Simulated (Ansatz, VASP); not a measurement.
Nb in VASP and in Ansatz

INCAR

```
SYSTEM = Nb
ALGO = Normal
EDIFF = 1E-7
ENCUT = 520
GGA = PS
ISIF = 2
ISMEAR = -1
ISPIN = 2
LASPH = .TRUE.
LCHARG = .TRUE.
LELF = .TRUE.
LMAXMIX = 4
LORBIT = 11
LREAL = .FALSE.
LVHAR = .TRUE.
LWAVE = .FALSE.
MAGMOM = 1
NBANDS = 16
NELM = 150
PREC = Accurate
SIGMA = 0.05
```

The input KPOINTS:

```
k-points
0
G
  22 22 22
  0 0 0
```

Contents of POSCAR:

```
Nb
1.0
   -1.5662371168      1.5662371168      1.5662371168
    1.5662371168     -1.5662371168      1.5662371168
    1.5662371168      1.5662371168     -1.5662371168
Nb
1
Direct
    0.0000000000      0.0000000000      0.0000000000
```

Input for Ansatz:

```yaml
crystal:
  lattice:
    - [-1.5662371168, 1.5662371168, 1.5662371168]
    - [1.5662371168, -1.5662371168, 1.5662371168]
    - [1.5662371168, 1.5662371168, -1.5662371168]
  atoms:
    - { symbol: Nb, position: [0.0, 0.0, 0.0], spin: 1.0 }
hamiltonian:
  xc: pbesol
  pseudopotentials:
    kind: paw
    azcp:
      Nb: "pseudopotentials/Nb.paw.azcp"
basis:
  ecutwfc: 420
  fft_grid_basis: typed
kpoints:
  mp_grid: { grid: [22, 22, 22], shift: [0, 0, 0] }
magnetization:
  spin_polarized: true
scf:
  occupations: { method: fermi_dirac, width: 0.05 }
output:
  stress: true
```

Alike in both runs: task single point; functional PBEsol; k mesh 22 × 22 × 22; occupations fermi-dirac, width 0.05 eV; collinear spin.

```csv
,VASP,Ansatz
version,VASP 6.6.1,Ansatz 0.2.0
potentials or method,"VASP PAW PBE potentials, release 64 (Nb_sv), cutoff 520 eV","plane waves (420 eV) with PAW, scalar-relativistic"
valence electrons in the cell,13,13
```

```tsv
	VASP	Ansatz	Ansatz less VASP
net moment per atom (μB)	0.00	0.00	0.000
```

VASP's potentials were made for PBE, not for PBEsol, and Ansatz warns of the same on its side. The functional is the same, so the differences come from potentials, cutoffs and numerics. Ansatz's warnings: seeded moment not kept.
